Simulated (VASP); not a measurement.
# Si (P6_3/mmc) in VASP: notebook

The runs below take Si through relaxation of cell and atoms, with r2SCAN.

Program: VASP 6.6.1. These are calculated values, not measurements. Logs are shortened: lines on timing, memory, paths and dates and some standing lists are left out, and cuts for length are marked.

### 1 The cell of the first run

The structure is hexagonal, space group P6_3/mmc (No. 194). The conventional cell has a = 2.790 Å, b = 2.790 Å, c = 4.556 Å, α = 90.00°, β = 90.00°, γ = 120.00°. Within 3.7 Å of Si (site symmetry -6m2) lie 12 Si at 2.79 Å.

This isn't the form of Si at room conditions, which is diamond.

### 2 Relaxation of cell and atoms, r2SCAN

The input, POSCAR:

```
Si
1.0
    2.7900000000      0.0000000000      0.0000000000
   -1.3950000000      2.4162108766      0.0000000000
    0.0000000000      0.0000000000      4.5560700000
Si
2
Direct
    0.3333333333      0.6666666667      0.2500000000
    0.6666666667      0.3333333333      0.7500000000
```

The input, INCAR.step1:

```
PREC = Accurate
ENCUT = 600
ISMEAR = 1
SIGMA = 0.05
LREAL = F
LASPH = T
NELM = 100
GGA = PE
ALGO = Normal
EDIFF = 1E-4
LWAVE = T
LCHARG = F
```

The input, INCAR.step2:

```
PREC = Accurate
ENCUT = 600
EDIFF = 1E-6
ISMEAR = 1
SIGMA = 0.05
LREAL = F
LASPH = T
NELM = 100
ALGO = Normal
ISIF = 3
LWAVE = F
LCHARG = F
METAGGA = R2SCAN
LMIXTAU = T
IBRION = 2
NSW = 60
EDIFFG = -0.01
ISTART = 1
```

The input, KPOINTS:

```
Automatic mesh
0
Gamma
  9 9 5
```

Potentials or basis: VASP PAW PBE potentials, release 64 (Si).

The run is started by

```bash
$ cat potpaw_PBE.64/Si/POTCAR > POTCAR
$ cp INCAR.step1 INCAR
$ mpirun -np 1 vasp_std > vasp.out
$ cp INCAR.step2 INCAR
$ mpirun -np 1 vasp_std > vasp.out
```

OUTCAR:

```text
PREC = Accurate
   ENCUT = 600
   EDIFF = 1E-6
   ISMEAR = 1
   LREAL = F
   LASPH = T
   NELM = 100
   ISIF = 3
   METAGGA = R2SCAN
   IBRION = 2
   NSW = 60
   EDIFFG = -0.01
   ISTART = 1

 ion  position               nearest neighbor table
   1  0.333  0.667  0.250-   2 2.79   2 2.79   2 2.79   2 2.79   2 2.79   2 2.79
   2  0.667  0.333  0.750-   1 2.79   1 2.79   1 2.79   1 2.79   1 2.79   1 2.79

  LATTYP: Found a hexagonal cell.
 ALAT       =     2.7900000000
 C/A-ratio  =     1.6330000000

  Lattice vectors:

 A1 = (   2.7900000000,   0.0000000000,   0.0000000000)
 A2 = (  -1.3950000000,   2.4162108766,   0.0000000000)
 A3 = (   0.0000000000,   0.0000000000,   4.5560700000)

Analysis of symmetry for initial positions (statically):
=====================================================================
 Subroutine PRICEL returns:
 Original cell was already a primitive cell.

 Routine SETGRP: Setting up the symmetry group for a
 hexagonal supercell.

 Subroutine GETGRP returns: Found 24 space group operations
 (whereof 12 operations were pure point group operations)
 out of a pool of 24 trial point group operations.

The static configuration has the point symmetry D_3d.
 The point group associated with its full space group is D_6h.

Analysis of symmetry for dynamics (positions and initial velocities):
=====================================================================
 Subroutine PRICEL returns:
 Original cell was already a primitive cell.

 Routine SETGRP: Setting up the symmetry group for a
 hexagonal supercell.

 Subroutine GETGRP returns: Found 24 space group operations
 (whereof 12 operations were pure point group operations)
 out of a pool of 24 trial point group operations.

The dynamic configuration has the point symmetry D_3d.
 The point group associated with its full space group is D_6h.

 Subroutine INISYM returns: Found 24 space group operations
 (whereof 12 operations are pure point group operations),
 and found     1 'primitive' translations

----------------------------------------------------------------------------------------

                                     Primitive cell

  volume of cell :      30.7135

  direct lattice vectors                    reciprocal lattice vectors
     2.790000000  0.000000000  0.000000000     0.358422939  0.206935580  0.000000000
    -1.395000000  2.416210877  0.000000000     0.000000000  0.413871161  0.000000000
     0.000000000  0.000000000  4.556070000     0.000000000  0.000000000  0.219487409

  length of vectors
     2.790000000  2.790000000  4.556070000     0.413871161  0.413871161  0.219487409

  position of ions in fractional coordinates (direct lattice)
     0.333333333  0.666666667  0.250000000
     0.666666667  0.333333333  0.750000000

[... 66 lines left out ...]
 SYSTEM =  unknown system
   PREC   = accura    normal or accurate (medium, high low for compatibility)
   ISTART =      1    job   : 0-new  1-cont  2-samecut
   ICHARG =      0    charge: 1-file 2-atom 10-const
   ISPIN  =      1    spin polarized calculation?
   LNONCOLLINEAR =      F non collinear calculations
   LSORBIT =      F    spin-orbit coupling
   LASPH  =      T    aspherical Exc in radial PAW
   ENCUT  =  600.0 eV  44.10 Ry    6.64 a.u.   5.57  5.57  9.10*2*pi/ulx,y,z
   NELM   =    100;   NELMIN=  2; NELMDL=  0     # of ELM steps
   EDIFF  = 0.1E-05   stopping-criterion for ELM
   LREAL  =      F    real-space projection
   EDIFFG = -.1E-01   stopping-criterion for IOM
   NSW    =     60    number of steps for IOM
   IBRION =      2    ionic relax: 0-MD 1-quasi-New 2-CG
   NFREE  =      1    steps in history (QN), initial steepest desc. (CG)
   ISIF   =      3    stress and relaxation
   ISYM   =      2    0-nonsym 1-usesym 2-fastsym
   POTIM  = 0.5000    time-step for ionic-motion
   TEBEG  =    0.0;   TEEND  =   0.0 temperature during run
   PSTRESS=    0.0 pullay stress
   NELECT =       8.0000    total number of electrons
   NUPDOWN=      -1.0000    fix difference up-down
   EMIN   =  10.00;   EMAX   =-10.00  energy-range for DOS
   EFERMI =   0.00;   METHOD = LEGACY
   ISMEAR =     1;   SIGMA  =   0.05  broadening in eV -4-tet -1-fermi 0-gaus
   EFERMI_NEDOS =   21; number of points for ismear=-14 and -15
   IALGO  =     38    algorithm
   IMIX   =      4    mixing-type and parameters
     AMIX     =   0.40;   BMIX     =  1.00
     AMIX_MAG =   1.60;   BMIX_MAG =  1.00
  volume/ion in A,a.u.               =      15.36       103.63
  Fermi-wavevector in a.u.,A,eV,Ry     =   1.045510  1.975728 14.872419  1.093092
  Thomas-Fermi vector in A             =   2.180309
   LORBIT       =      0    0 simple, 1 ext, 2 COOP (PROOUT), +10 PAW based schemes
   METAGGA = R2SCAN    functional components
   LHFCALC =     F    Hartree Fock is set to
   AEXX    =    0.0000 exact exchange contribution
   IVDW    =     0    specifies the selected vdW correction
   LEPSILON=     F    determine dielectric tensor
   LRPA    =     F    only Hartree local field effects (RPA)
 conjugate gradient relaxation of ions
 non-spin polarized calculation
 Methfessel and Paxton  Order N= 1 SIGMA  =   0.05
  energy-cutoff  :      600.00
  volume of cell :       30.71
 maximum number of plane-waves:      1046
 NGX is ok and might be reduce to    24
   NGX = 11   NGY = 11   NGZ = 19

--------------------------------------- Ionic step        1  -------------------------------------------

 number of electron       8.0000000 magnetization

 Free energy of the ion-electron system (eV)
  ---------------------------------------------------
  ext. energy  EPLUGINS =         0.00000000
  ---------------------------------------------------
  free energy    TOTEN  =       -16.05983638 eV

  energy without entropy =      -16.05965399  energy(sigma->0) =      -16.05977558

 E-fermi :   9.5910     XC(G=0): -11.7032

 val. band max:        9.3897659646   @ k =   0.4444  -0.0000   0.0000
 cond. band min:       9.6149496788   @ k =   0.3333   0.1111   0.2000
 fundamental gap:      0.2251837142
 Fermi energy:         9.5909800039

 k-point     1 :       0.0000    0.0000    0.0000
  band No.  band energies     occupation
      1      -5.3626      2.00000
      2       1.5766      2.00000
      3       2.3898      2.00000
      4      17.6529      0.00000
      5      17.6529      0.00000
      6      19.2437      0.00000
      7      19.2437      0.00000
      8      20.7967      0.00000
[... 396 lines left out ...]
--------------------------------------- Ionic step        5  -------------------------------------------

 number of electron       7.9999999 magnetization

 Free energy of the ion-electron system (eV)
  ---------------------------------------------------
  ext. energy  EPLUGINS =         0.00000000
  ---------------------------------------------------
  free energy    TOTEN  =       -16.14032990 eV

  energy without entropy =      -16.14011636  energy(sigma->0) =      -16.14025872

 E-fermi :  11.0545     XC(G=0): -12.1946

 val. band max:       10.9346709744   @ k =   0.4444   0.1111   0.0000
 cond. band min:      11.0791263874   @ k =   0.3333   0.1111   0.2000
 fundamental gap:      0.1444554130
 Fermi energy:        11.0545158437

 k-point     1 :       0.0000    0.0000    0.0000
  band No.  band energies     occupation
      1      -4.9842      2.00000
      2       2.8303      2.00000
      3       3.1087      2.00000
      4      19.8439      0.00000
      5      19.8439      0.00000
      6      21.2458      0.00000
      7      21.2458      0.00000
      8      23.3527      0.00000
[... 282 lines left out ...]
  FREE ENERGIE OF THE ION-ELECTRON SYSTEM (eV)
  ---------------------------------------------------
  free  energy   TOTEN  =       -16.1403299019 eV

  energy  without entropy=      -16.1401163641  energy(sigma->0) =      -16.14025872

 reached required accuracy - stopping structural energy minimisation
```

OUTCAR.step1:

```text
PREC = Accurate
   ENCUT = 600
   ISMEAR = 1
   LREAL = F
   LASPH = T
[... 488 lines left out ...]
 -----------------------------------------------------------------------------------
     -0.00000      1.61081      1.13902         0.000000     -0.000000      0.000000
      1.39500      0.80540      3.41705        -0.000000      0.000000      0.000000
 -----------------------------------------------------------------------------------
    total drift:                                0.000000     -0.000000      0.000000

  FREE ENERGIE OF THE ION-ELECTRON SYSTEM (eV)
  ---------------------------------------------------
  free  energy   TOTEN  =        -9.8161720594 eV

  energy  without entropy=       -9.8158645717  energy(sigma->0) =       -9.81606956
```

Wall time 78 s (1 thread of Intel Xeon Platinum 8259CL at 2.50GHz (Skylake/Cascade Lake), shared host); peak memory 0.15 GiB.

What came out:

| Quantity | Value |
| --- | --- |
| Free energy | -16.1403 eV |
| Relaxed volume | 13.77 Å³/atom |
| Relaxed cell | a = 2.698 Å, b = 2.698 Å, c = 4.370 Å, α = 90.00°, β = 90.00°, γ = 120.00° |
| Space group after relaxing (to 0.1 Å) | P6_3/mmc (No. 194) |
| Energy gained by relaxing | 40.2 meV/atom |
| Ionic steps | 5 |
| Pressure after relaxing | 0.0 GPa |
| Band gap on the k mesh | zero (bands 4 and 5 overlap by 12.97 eV) |

The path:
| step | energy change (eV) | largest force (eV/Å) | pressure (GPa) | volume (Å³) |
| --- | --- | --- | --- | --- |
| 1 | 0.0000 | 0.0000 | -7.41 | 30.71 |
| 2 | -0.0798 | 0.0000 | -0.35 | 27.66 |
| 3 | -0.0798 | 0.0000 | -0.22 | 27.60 |
| 4 | -0.0796 | 0.0000 | 0.17 | 27.48 |
| 5 | -0.0805 | 0.0000 | -0.04 | 27.55 |

Final structure:
```cif
data_structure
_symmetry_space_group_name_H-M 'P 1'
_symmetry_Int_Tables_number 1
_cell_length_a 2.6979
_cell_length_b 2.6979
_cell_length_c 4.3701
_cell_angle_alpha 90.000
_cell_angle_beta 90.000
_cell_angle_gamma 120.000
_cell_volume 27.55
loop_
_atom_site_label
_atom_site_type_symbol
_atom_site_fract_x
_atom_site_fract_y
_atom_site_fract_z
_atom_site_occupancy
Si1 Si 0.33333 0.66667 0.25000 1
Si2 Si 0.66667 0.33333 0.75000 1
```

Caveat: the PAW data sets were made with another functional, which shifts forces and pressure a little.

(Part 1 of 2 ends here.)

The gap in the log of VASP goes by the Fermi energy; the results here count the filled bands.